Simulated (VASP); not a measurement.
# O (P-3m1) in VASP: single point with PBEsol

Aim: the single point of O with PBEsol.

All numbers are computed with VASP 6.6.1; they aren't measurements. Logs are shortened: lines on timing, memory, paths and dates and some standing lists are left out, and cuts for length are marked.

**1. The cell of the first run**

Symmetry: P-3m1, No. 164, trigonal system. The conventional cell has a = 3.446 Å, b = 3.446 Å, c = 5.705 Å, α = 90.00°, β = 90.00°, γ = 120.00°. Within 4.3 Å of O (site symmetry 3m) lie 12 O at 3.24 to 3.73 Å.

**2. Single point, PBEsol**

Input file INCAR:

```
SYSTEM = O
  PREC = Accurate
  ENCUT = 600
  EDIFF = 1E-6
  ISMEAR = -1
  SIGMA = 0.1
  LREAL = .False.
  LASPH = .True.
  NELM = 120
  ALGO = Normal
  ISIF = 2
  LWAVE = .False.
  LCHARG = .False.
  GGA = PS
  NBANDS = 13
  GGA_COMPAT = .False.
```

Input file KPOINTS:

```
regular mesh
0
Gamma
  6 6 3
  0 0 0
```

Input file POSCAR:

```
O
1.0
    3.4464314200      0.0000000000      0.0000000000
   -1.7232157100      2.9846971700      0.0000000000
    0.0000000000      0.0000000000      5.7052660000
O
2
Direct
    0.6666666667      0.3333333333      0.0979910000
    0.0000000000      0.0000000000      0.6506320000
```

Potentials or basis: VASP PAW PBE potentials, release 64 (O).

The run is started by

```bash
$ cat potpaw_PBE.64/O/POTCAR > POTCAR
$ mpirun -np 1 vasp_std > vasp.out
```

OUTCAR:

```text
SYSTEM = O
   PREC = Accurate
   ENCUT = 600
   EDIFF = 1E-6
   ISMEAR = -1
   LREAL = .False.
   LASPH = .True.
   NELM = 120
   ISIF = 2
   GGA = PS

 ion  position               nearest neighbor table
   1  0.667  0.333  0.098-
   2  0.000  0.000  0.651-

  LATTYP: Found a hexagonal cell.
 ALAT       =     3.4464314200
 C/A-ratio  =     1.6554126007

  Lattice vectors:

 A1 = (   3.4464314200,   0.0000000000,   0.0000000000)
 A2 = (  -1.7232157100,   2.9846971700,   0.0000000000)
 A3 = (   0.0000000000,   0.0000000000,   5.7052660000)

Analysis of symmetry for initial positions (statically):
=====================================================================
 Subroutine PRICEL returns:
 Original cell was already a primitive cell.

 Routine SETGRP: Setting up the symmetry group for a
 hexagonal supercell.

 Subroutine GETGRP returns: Found 12 space group operations
 (whereof  6 operations were pure point group operations)
 out of a pool of 24 trial point group operations.

The static configuration has the point symmetry C_3v.
 The point group associated with its full space group is D_3d.

Analysis of symmetry for dynamics (positions and initial velocities):
=====================================================================
 Subroutine PRICEL returns:
 Original cell was already a primitive cell.

 Routine SETGRP: Setting up the symmetry group for a
 hexagonal supercell.

 Subroutine GETGRP returns: Found 12 space group operations
 (whereof  6 operations were pure point group operations)
 out of a pool of 24 trial point group operations.

The dynamic configuration has the point symmetry C_3v.
 The point group associated with its full space group is D_3d.

 Subroutine INISYM returns: Found 12 space group operations
 (whereof  6 operations are pure point group operations),
 and found     1 'primitive' translations

----------------------------------------------------------------------------------------

                                     Primitive cell

  volume of cell :      58.6875

  direct lattice vectors                    reciprocal lattice vectors
     3.446431420  0.000000000  0.000000000     0.290155201  0.167521183  0.000000000
    -1.723215710  2.984697170  0.000000000     0.000000000  0.335042365  0.000000000
     0.000000000  0.000000000  5.705266000     0.000000000  0.000000000  0.175276665

  length of vectors
     3.446431420  3.446431427  5.705266000     0.335042366  0.335042365  0.175276665

  position of ions in fractional coordinates (direct lattice)
     0.666666667  0.333333333  0.097991000
     0.000000000  0.000000000  0.650632000

  ion indices of the primitive-cell ions
   primitive index   ion index
                 1           1
                 2           2

----------------------------------------------------------------------------------------

 KPOINTS: regular mesh

Automatic generation of k-mesh.
 Grid dimensions read from file:
 generate k-points for:    6    6    3

 Generating k-lattice:

  Cartesian coordinates                     Fractional coordinates (reciprocal lattice)
     0.048359200  0.027920197  0.000000000     0.166666667 -0.000000000  0.000000000
     0.000000000  0.055840394  0.000000000     0.000000000  0.166666667  0.000000000
     0.000000000  0.000000000  0.058425555     0.000000000  0.000000000  0.333333333

  Length of vectors
     0.055840394  0.055840394  0.058425555

  Shift w.r.t. Gamma in fractional coordinates (k-lattice)
     0.000000000  0.000000000  0.000000000

 Subroutine IBZKPT returns following result:
 ===========================================

 Found     17 irreducible k-points:

 Following reciprocal coordinates:
            Coordinates               Weight
  0.000000  0.000000  0.000000      1.000000
  0.166667  0.000000  0.000000      6.000000
  0.333333  0.000000  0.000000      6.000000
  0.500000  0.000000  0.000000      3.000000
  0.166667  0.166667  0.000000      6.000000
  0.333333  0.166667  0.000000     12.000000
[... 9 lines left out ...]
 -0.166667  0.500000  0.333333     12.000000
  0.333333  0.333333  0.333333      4.000000
   k-points           NKPTS =     17   k-points in BZ     NKDIM =     17   number of bands    NBANDS=     13
   number of dos      NEDOS =    301   number of ions     NIONS =      2
   total plane-waves  NPLWV =  37632
   dimension x,y,z NGX =    28 NGY =   28 NGZ =   48
   dimension x,y,z NGXF=    56 NGYF=   56 NGZF=   96
   ions per type =               2
   NGX,Y,Z   is equivalent  to a cutoff of  13.51, 13.51, 13.99 a.u.
   NGXF,Y,Z  is equivalent  to a cutoff of  27.01, 27.01, 27.97 a.u.
 SYSTEM =  O
   PREC   = accura    normal or accurate (medium, high low for compatibility)
   ISTART =      0    job   : 0-new  1-cont  2-samecut
   ICHARG =      2    charge: 1-file 2-atom 10-const
   ISPIN  =      1    spin polarized calculation?
   LNONCOLLINEAR =      F non collinear calculations
   LSORBIT =      F    spin-orbit coupling
   LASPH  =      T    aspherical Exc in radial PAW
   ENCUT  =  600.0 eV  44.10 Ry    6.64 a.u.   6.88  6.88 11.39*2*pi/ulx,y,z
   NELM   =    120;   NELMIN=  2; NELMDL= -5     # of ELM steps
   EDIFF  = 0.1E-05   stopping-criterion for ELM
   LREAL  =      F    real-space projection
   EDIFFG = 0.1E-04   stopping-criterion for IOM
   NSW    =      0    number of steps for IOM
   IBRION =     -1    ionic relax: 0-MD 1-quasi-New 2-CG
   NFREE  =      0    steps in history (QN), initial steepest desc. (CG)
   ISIF   =      2    stress and relaxation
   ISYM   =      2    0-nonsym 1-usesym 2-fastsym
   POTIM  = 0.5000    time-step for ionic-motion
   TEBEG  =    0.0;   TEEND  =   0.0 temperature during run
   PSTRESS=    0.0 pullay stress
   NELECT =      12.0000    total number of electrons
   NUPDOWN=      -1.0000    fix difference up-down
   EMIN   =  10.00;   EMAX   =-10.00  energy-range for DOS
   EFERMI =   0.00;   METHOD = LEGACY
   ISMEAR =    -1;   SIGMA  =   0.10  broadening in eV -4-tet -1-fermi 0-gaus
   EFERMI_NEDOS =   21; number of points for ismear=-14 and -15
   IALGO  =     38    algorithm
   IMIX   =      4    mixing-type and parameters
     AMIX     =   0.40;   BMIX     =  1.00
     AMIX_MAG =   1.60;   BMIX_MAG =  1.00
  volume/ion in A,a.u.               =      29.34       198.02
  Fermi-wavevector in a.u.,A,eV,Ry     =   0.964465  1.822575 12.656050  0.930193
  Thomas-Fermi vector in A             =   2.094099
   LORBIT       =      0    0 simple, 1 ext, 2 COOP (PROOUT), +10 PAW based schemes
   GGA     = PS    functional components
   LHFCALC =     F    Hartree Fock is set to
   AEXX    =    0.0000 exact exchange contribution
   IVDW    =     0    specifies the selected vdW correction
   LEPSILON=     F    determine dielectric tensor
   LRPA    =     F    only Hartree local field effects (RPA)
 non-spin polarized calculation
  energy-cutoff  :      600.00
  volume of cell :       58.69
 maximum number of plane-waves:      1980
   NGX = 13   NGY = 13   NGZ = 23

 number of electron      11.9999997 magnetization

 Free energy of the ion-electron system (eV)
  ---------------------------------------------------
  ext. energy  EPLUGINS =         0.00000000
  ---------------------------------------------------
  free energy    TOTEN  =        -1.52755555 eV

  energy without entropy =       -1.08239394  energy(sigma->0) =       -1.30497475

 E-fermi :  -6.5087     XC(G=0):  -6.0608

 val. band max:       -6.5236939785   @ k =   0.1667   0.1667   0.3333
 cond. band min:      -6.5046236253   @ k =   0.3333   0.1667   0.0000
 fundamental gap:      0.0190703532
 Fermi energy:        -6.5086924672

 k-point     1 :       0.0000    0.0000    0.0000
  band No.  band energies     occupation
      1     -21.7705      2.00000
      2     -21.5497      2.00000
      3      -7.3580      1.99959
      4      -6.4021      0.51243
      5      -6.4021      0.51242
      6      -6.3045      0.22979
      7      -6.2831      0.18965
      8      -6.2831      0.18965
      9       1.7431      0.00000
     10       6.2629      0.00000
     11       6.3553      0.00000
     12      14.3650      0.00000
     13      14.3650      0.00000

 k-point     2 :       0.1667    0.0000    0.0000
  band No.  band energies     occupation
      1     -21.7253      2.00000
      2     -21.5307      2.00000
      3      -7.2623      1.99893
      4      -6.6343      1.55670
      5      -6.5023      0.96790
      6      -6.4620      0.77081
      7      -6.3079      0.23683
      8      -6.3040      0.22867
      9       2.3541      0.00000
     10       6.5509      0.00000
     11       6.8169      0.00000
     12      11.3901      0.00000
     13      13.3227      0.00000

 k-point     3 :       0.3333    0.0000    0.0000
  band No.  band energies     occupation
      1     -21.6259      2.00000
      2     -21.4999      2.00000
      3      -7.1199      1.99558
      4      -7.0243      1.98853
      5      -6.8148      1.91053
      6      -6.5700      1.29712
      7      -6.3919      0.47428
      8      -6.3550      0.35404
      9       3.8976      0.00000
     10       7.1662      0.00000
     11       7.9464      0.00000
     12       8.6365      0.00000
     13      11.2149      0.00000
[... 193 lines left out ...]
 k-point    16 :      -0.1667    0.5000    0.3333
  band No.  band energies     occupation
      1     -21.5552      2.00000
      2     -21.5045      2.00000
      3      -7.2342      1.99859
      4      -7.1210      1.99563
      5      -6.7801      1.87570
      6      -6.5860      1.36824
      7      -6.5310      1.11104
      8      -6.4071      0.53181
      9       5.5463      0.00000
     10       6.7895      0.00000
     11       7.6990      0.00000
     12       8.5182      0.00000
     13      10.0724      0.00000

 k-point    17 :       0.3333    0.3333    0.3333
  band No.  band energies     occupation
      1     -21.5132      2.00000
      2     -21.5132      2.00000
      3      -7.0774      1.99324
      4      -7.0774      1.99324
      5      -7.0226      1.98835
      6      -6.7626      1.85362
      7      -6.4610      0.76609
      8      -6.4610      0.76608
      9       6.8215      0.00000
     10       7.6124      0.00000
     11       7.6124      0.00000
     12       7.6819      0.00000
     13       9.3767      0.00000

------------------------ aborting loop because EDIFF is reached ----------------------------------------

  FORCE on cell =-STRESS in cart. coord.  units (eV):
  Direction    XX          YY          ZZ          XY          YZ          ZX
  --------------------------------------------------------------------------------------
  -------------------------------------------------------------------------------------
  Total       -1.8437709     -1.8437709     -1.9977679     -0.0000000      0.0000000      0.0000000
  in kB      -50.3351910    -50.3351913    -54.5393305     -0.0000000      0.0000000      0.0000000
  external PRESSURE =     -51.7365709 kB  Pullay stress =       0.0000000 kB

 VOLUME and BASIS-vectors are now :
 -----------------------------------------------------------------------------
  energy-cutoff  :      600.00
  volume of cell :       58.69
      direct lattice vectors                 reciprocal lattice vectors
     3.446431420  0.000000000  0.000000000     0.290155201  0.167521183  0.000000000
    -1.723215710  2.984697170  0.000000000     0.000000000  0.335042365  0.000000000
     0.000000000  0.000000000  5.705266000     0.000000000  0.000000000  0.175276665

 POSITION                                       TOTAL-FORCE (eV/Angst)
 -----------------------------------------------------------------------------------
      1.72322      0.99490      0.55906        -0.000000      0.000000     -0.483568
      0.00000      0.00000      3.71203         0.000000     -0.000000      0.483568
 -----------------------------------------------------------------------------------
    total drift:                               -0.000001      0.000000      0.000023

  FREE ENERGIE OF THE ION-ELECTRON SYSTEM (eV)
  ---------------------------------------------------
  free  energy   TOTEN  =        -1.5275555478 eV

  energy  without entropy=       -1.0823939448  energy(sigma->0) =       -1.30497475
```

Run time: 9.9 s. Hardware: 1 thread of AMD EPYC 7R13 (Zen 3), shared host; peak memory 0.14 GiB.

What came out:

| Property | Result |
| --- | --- |
| Free energy | -1.5276 eV |
| Pressure | -5.2 GPa |
| Largest force | 0.484 eV/Å |
| Band gap on the k mesh | zero (bands 6 and 7 overlap by 0.28 eV) |

Forces in eV/Å, atoms in the order of the input:
```
O    0.000  0.000 -0.484
O    0.000  0.000  0.484
```

Caveat: the k points lie up to 0.37 Å⁻¹ apart; the nearest neighbours stand farther apart than a usual bond; the PAW data sets were made with another functional, which shifts forces and pressure a little.
